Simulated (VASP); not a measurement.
Crystal: GaP.

```
CELL_PARAMETERS angstrom
0.00000 2.74330 2.74330
2.74330 0.00000 2.74330
2.74330 2.74330 0.00000
ATOMIC_POSITIONS crystal
Ga 0.00000 0.00000 0.00000
P 0.75000 0.75000 0.75000
```

Base run:

```yaml
Program: VASP 6.6.1
Functional: revPBE
Potentials_or_basis: VASP PAW PBE potentials, release 64 (Ga_d, P)
Cutoff: 520 eV
k_mesh: 8 × 8 × 8
Occupations: fermi-dirac, width 0.05 eV
Spin: no spin polarisation
```

Its results: band gap on the k mesh 1.68 eV (least direct gap 1.76 eV); pressure 2.3 GPa.

Question: The run is repeated on the same cell with these changes: functional from revPBE to r2SCANh; k mesh from 8 × 8 × 8 to 4 × 4 × 4. What comes out?

Answer: Band gap on the k mesh 2.44 eV (least direct gap 2.76 eV); pressure -1.8 GPa.

Several settings changed at once.

Caveats: some runs use coarse meshes; the PAW data sets were made with another functional, which shifts forces and pressure a little.

A k mesh can miss the band edges.
